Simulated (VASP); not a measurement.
Here is a VASP 6.6.1 calculation.

The input POSCAR:

```
GaP
1.0
    0.0000000000      2.7255000000      2.7255000000
    2.7255000000      0.0000000000      2.7255000000
    2.7255000000      2.7255000000      0.0000000000
Ga P
1 1
Direct
    0.0000000000      0.0000000000      0.0000000000
    0.2500000000      0.2500000000      0.2500000000
```

File INCAR.step1:

```
PREC     = Accurate       # precision mode
ENCUT    = 500            # plane-wave cutoff, eV
EDIFF    = 1E-8           # SCF threshold, eV
ISMEAR   = 0              # smearing method
SIGMA    = 0.01           # smearing width, eV
LREAL    = F              # projectors in reciprocal space
LASPH    = T              # aspherical terms in the spheres
NELM     = 80             # most SCF steps
ALGO     = Normal         # electronic algorithm
LWAVE    = T              # write WAVECAR
LCHARG   = F              # write CHGCAR
GGA      = PE             # functional
```

INCAR.step2

```
PREC     = Accurate       # precision mode
ENCUT    = 500            # plane-wave cutoff, eV
EDIFF    = 1E-8           # SCF threshold, eV
ISMEAR   = 0              # smearing method
SIGMA    = 0.01           # smearing width, eV
LREAL    = F              # projectors in reciprocal space
LASPH    = T              # aspherical terms in the spheres
NELM     = 1              # most SCF steps
ALGO     = Exact          # electronic algorithm
LWAVE    = T              # write WAVECAR
LCHARG   = F              # write CHGCAR
GGA      = PE             # functional
NBANDS   = 204            # bands
LOPTICS  = T              # frequency-dependent dielectric function
ISTART   = 1
```

Contents of INCAR.step3:

```
PREC     = Accurate       # precision mode
ENCUT    = 500            # plane-wave cutoff, eV
EDIFF    = 1E-8           # SCF threshold, eV
ISMEAR   = 0              # smearing method
SIGMA    = 0.01           # smearing width, eV
LREAL    = F              # projectors in reciprocal space
LASPH    = T              # aspherical terms in the spheres
ALGO     = EVGW0          # electronic algorithm
LWAVE    = F              # write WAVECAR
LCHARG   = F              # write CHGCAR
GGA      = PE             # functional
NELMGW   = 1            
NBANDS   = 204            # bands
ENCUTGW  = 113.3          # cutoff of the response function
NOMEGA   = 48             # frequency points
PRECFOCK = Fast         
ISTART   = 1            
NBANDSGW = 17
```

File KPOINTS:

```
Automatic mesh
0
Gamma
  2 2 2
```

Potentials or basis: VASP PAW PBE potentials, release 64 (Ga_d_GW, P_GW).

Command:

```sh
$ cat potpaw_PBE.64/Ga_d_GW/POTCAR potpaw_PBE.64/P_GW/POTCAR > POTCAR
$ cp INCAR.step1 INCAR
$ mpirun -np 1 vasp_std > vasp.out
$ cp INCAR.step2 INCAR
$ mpirun -np 1 vasp_std > vasp.out
$ cp INCAR.step3 INCAR
$ mpirun -np 1 vasp_std > vasp.out
```

Predict the quasiparticle gap.

1.77 eV.

What does it give for the least direct quasiparticle gap?

2.66 eV.

Predict the band gap on the k mesh, mean-field level.

1.46 eV, indirect (least direct gap 1.76 eV).

Caveat: the k points lie up to 1.00 Å⁻¹ apart; bands, screening cutoff and mesh are small and nothing is extrapolated, so the quasiparticle values aren't converged. A k mesh can miss the band edges.
